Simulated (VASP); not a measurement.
Set up this calculation in VASP 6.6.1, as the native input.

| Item | Value |
| --- | --- |
| Task | single point |
| Functional | r2SCAN |
| Potentials or basis | VASP PAW PBE potentials, release 64 (Bi_d, P) |
| Cutoff | 520 eV |
| k mesh | 8 × 8 × 6 |
| Occupations | gaussian, width 0.05 eV |
| Spin | no spin polarisation |
| Dipole correction | no |
| Further INCAR settings | ALGO = Normal; EDIFF = 1e-06; NBANDS = 28 |

Crystal: BiP.

```
CELL_PARAMETERS angstrom
4.90481 0.00000 0.00000
-2.45241 4.24769 0.00000
0.00000 0.00000 6.17371
ATOMIC_POSITIONS crystal
Bi 0.66667 0.33333 0.03177
Bi 0.33333 0.66667 0.53177
P 0.66667 0.33333 0.59343
P 0.33333 0.66667 0.09343
```

One way to write it, as run:

POSCAR

```
BiP
1.0
    4.9048130777      0.0000000000      0.0000000000
   -2.4524065388      4.2476927261      0.0000000000
    0.0000000000      0.0000000000      6.1737119889
Bi P
2 2
Direct
    0.6666666667      0.3333333333      0.0317686379
    0.3333333333      0.6666666667      0.5317686379
    0.6666666667      0.3333333333      0.5934313621
    0.3333333333      0.6666666667      0.0934313621
```

INCAR.step1

```
ALGO = Normal ; EDIFF = 1E-4
ENCUT = 520 ; GGA = PE
ISMEAR = 0 ; LASPH = True
LCHARG = False ; LREAL = False
LWAVE = True ; NBANDS = 28
NELM = 60 ; PREC = Accurate
SIGMA = 0.05
```

INCAR.step2

```
ALGO = Normal ; EDIFF = 1E-6
ENCUT = 520 ; ISIF = 2
ISMEAR = 0 ; ISTART = 1
LASPH = True ; LCHARG = True
LELF = True ; LMIXTAU = True
LREAL = False ; LVHAR = True
LWAVE = False ; METAGGA = R2SCAN
NBANDS = 28 ; NELM = 60
PREC = Accurate ; SIGMA = 0.05
```

KPOINTS

```
k-points
0
Gamma
  8 8 6
```

Potentials or basis: VASP PAW PBE potentials, release 64 (Bi_d, P).

Run with:

```console
$ cat potpaw_PBE.64/Bi_d/POTCAR potpaw_PBE.64/P/POTCAR > POTCAR
$ cp INCAR.step1 INCAR
$ mpirun -np 1 vasp_std > vasp.out
$ cp INCAR.step2 INCAR
$ mpirun -np 1 vasp_std > vasp.out
```

It gave:

```yaml
Pressure: -0.9 GPa
Largest_force: 0.109 eV/Å
Band_gap_on_the_k_mesh: 0.21 eV (least direct gap 1.21 eV)
```

Caveat: the PAW data sets were made with another functional, which shifts forces and pressure a little; spin-orbit coupling is left out, which moves the levels of the heavy elements.

Run time: 5.4 min on 1 thread of AMD EPYC 7R13 Processor (Zen 3) (shared host), peak memory 0.29 GiB.
